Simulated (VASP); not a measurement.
Write the native input for VASP 6.6.1 that does the following.

| Item | Value |
| --- | --- |
| Task | single point |
| Functional | LDA |
| Potentials or basis | VASP PAW LDA potentials, release 64 (Mg, O) |
| Cutoff | 600 eV |
| k mesh | 16 × 16 × 16 |
| Occupations | fermi-dirac, width 0.05 eV |
| Spin | no spin polarisation |
| Dipole correction | no |
| Further INCAR settings | ALGO = Normal; EDIFF = 1e-06; NBANDS = 11 |

The structure of MgO (zincblende type) lies in POSCAR:

```
MgO
1.0
    0.0000000000      2.2128936460      2.2128936460
    2.2128936460      0.0000000000      2.2128936460
    2.2128936460      2.2128936460      0.0000000000
Mg O
1 1
Direct
    0.0000000000      0.0000000000      0.0000000000
    0.2500000000      0.2500000000      0.2500000000
```

This cell differs from its parent crystal: volume scaled by 0.94.

These files were run (other wordings do the same):

INCAR

```
SYSTEM = MgO
ALGO     = Normal         ! electronic algorithm
EDIFF    = 1E-6           ! SCF threshold, eV
ENCUT    = 600            ! plane-wave cutoff, eV
GGA      = CA             ! functional
GGA_COMPAT= .False.      
ISIF     = 2              ! what is computed and relaxed
ISMEAR   = -1             ! smearing method
LASPH    = .True.         ! aspherical terms in the spheres
LCHARG   = .False.        ! write CHGCAR
LREAL    = .False.        ! projectors in reciprocal space
LWAVE    = .False.        ! write WAVECAR
NBANDS   = 11             ! bands
NELM     = 120            ! most SCF steps
PREC     = Accurate       ! precision mode
SIGMA    = 0.05           ! smearing width, eV
```

KPOINTS

```
k-points
0
Gamma
  16 16 16
  0 0 0
```

Potentials or basis: VASP PAW LDA potentials, release 64 (Mg, O).

The run is started by

```console
$ cat potpaw_LDA.64/Mg/POTCAR potpaw_LDA.64/O/POTCAR > POTCAR
$ mpirun -np 1 vasp_std > vasp.out
```

Results of the run:

```
Pressure               : 8.2 GPa
Band gap on the k mesh : 4.10 eV, indirect (the least direct gap lies 2.1 meV higher)
```

Run time: 33 s on 1 thread of Intel Xeon 6975P-C, with other jobs on the host, peak memory 0.17 GiB.
